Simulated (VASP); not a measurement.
A run of VASP 6.6.1 is set up as follows.

File INCAR:

```
ALGO = Normal
EDIFF = 1E-6
ENCUT = 520
GGA = PE
ISIF = 2
ISMEAR = -1
LASPH = T
LCHARG = T
LELF = T
LREAL = F
LVHAR = T
LWAVE = F
NBANDS = 28
NELM = 80
PREC = Accurate
SIGMA = 0.05
```

The input KPOINTS:

```
k-points
0
Gamma
  11 11 3
```

File POSCAR:

```
Pd
1.0
    2.7061670355      0.0000000000      0.0000000000
   -1.3530835178      2.3436093997      0.0000000000
    0.0000000000      0.0000000000      8.9322521844
Pd
4
Direct
    0.6666666667      0.3333333333      0.7500000000
    0.0000000000      0.0000000000      0.5000000000
    0.3333333333      0.6666666667      0.2500000000
    0.0000000000      0.0000000000      0.0000000000
```

Potentials or basis: VASP PAW PBE potentials, release 64 (Pd).

Launch:

```bash
$ cat potpaw_PBE.64/Pd/POTCAR > POTCAR
$ mpirun -np 1 vasp_std > vasp.out
```

Problem. Predict the band gap on the k mesh.

Solution. Zero (bands 20 and 21 overlap by 0.98 eV).

Problem. What does it give for the pressure?

Solution. 16.6 GPa.

Stress tensor (GPa, compression positive):
```
16.84  0.00  0.00
 0.00 16.84  0.00
 0.00  0.00 16.14
```

Caveat: the cell stands under pressure.
